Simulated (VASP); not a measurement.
A run of VASP 6.6.1:

Contents of INCAR:

```
PREC     = Accurate       # precision mode
ENCUT    = 500            # plane-wave cutoff, eV
EDIFF    = 1E-6           # SCF threshold, eV
ISMEAR   = -1             # smearing method
SIGMA    = 0.15           # smearing width, eV
LREAL    = False          # projectors in reciprocal space
LASPH    = True           # aspherical terms in the spheres
NELM     = 120            # most SCF steps
ALGO     = Normal         # electronic algorithm
ISIF     = 2              # what is computed and relaxed
LWAVE    = False          # write WAVECAR
LCHARG   = False          # write CHGCAR
GGA      = PS             # functional
NBANDS   = 19             # bands
GGA_COMPAT= False
```

Contents of KPOINTS:

```
Automatic mesh
0
Gamma
  10 10 6
```

POSCAR

```
Ti
1.0
    2.9500000000      0.0000000000      0.0000000000
   -1.4750000000      2.5547749412      0.0000000000
    0.0000000000      0.0000000000      4.6800000000
Ti
2
Direct
    0.6666666667      0.3333333333      0.7500000000
    0.3333333333      0.6666666667      0.2500000000
```

Potentials or basis: VASP PAW PBE potentials, release 64 (Ti_sv).

Launch:

```bash
$ cat potpaw_PBE.64/Ti_sv/POTCAR > POTCAR
$ mpirun -np 1 vasp_std > vasp.out
```

Hardware: 1 thread of Intel(R) Xeon(R) 6975P-C (Granite Rapids), with other jobs on the host.

Q: Estimate the wall time of this run.

A: Run time: 12 s on 1 thread of Intel(R) Xeon(R) 6975P-C (Granite Rapids), on a shared host, peak memory 0.16 GiB. Counts: scf iterations 13, k points 56.
